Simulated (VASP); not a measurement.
ZrGaH4, 6 atoms in the cell. Symmetry: P4/mmm, No. 123, tetragonal system. Conventional cell: a = 3.511 Å, b = 3.511 Å, c = 4.432 Å, α = 90.00°, β = 90.00°, γ = 90.00°. Within 2.7 Å of Zr (site symmetry 4/mmm) lie 8 H at 2.06 Å. Within 2.8 Å of Ga (site symmetry 4/mmm) lie 8 H at 2.09 Å. H (site symmetry 2mm) has 2 Zr at 2.06 Å and 2 Ga at 2.09 Å and 6 H at 2.17 to 2.48 Å within 2.7 Å. 

* Program: VASP 6.6.1
* Task: relaxation of cell and atoms
* Functional: PBE
* Potentials or basis: VASP PAW PBE potentials, release 64 (Zr_sv, Ga_d, H)
* Cutoff: 600 eV
* k mesh: 10 × 10 × 8
* Occupations: gaussian, width 0.1 eV
* Spin: no spin polarisation
* Dipole correction: no
* Further INCAR settings: ALGO = Normal; EDIFF = 1e-06; IBRION = 2; EDIFFG = -0.01; NSW = 100; ISIF = 3

Potentials or basis: VASP PAW PBE potentials, release 64 (Zr_sv, Ga_d, H).

Launch:

```sh
$ cat potpaw_PBE.64/Zr_sv/POTCAR potpaw_PBE.64/Ga_d/POTCAR potpaw_PBE.64/H/POTCAR > POTCAR
$ mpirun -np 1 vasp_std > vasp.out
```

Hardware: 1 thread of AMD EPYC 7R43 64-Core Processor (Zen 3), with other jobs on the host.

**Question.** Estimate the wall time of this run.

**Answer.** It took 11 min on 1 thread of AMD EPYC 7R43 64-Core Processor (Zen 3) (shared host), peak memory 0.25 GiB. Counts: scf iterations 68, k points 105, ion steps 9.
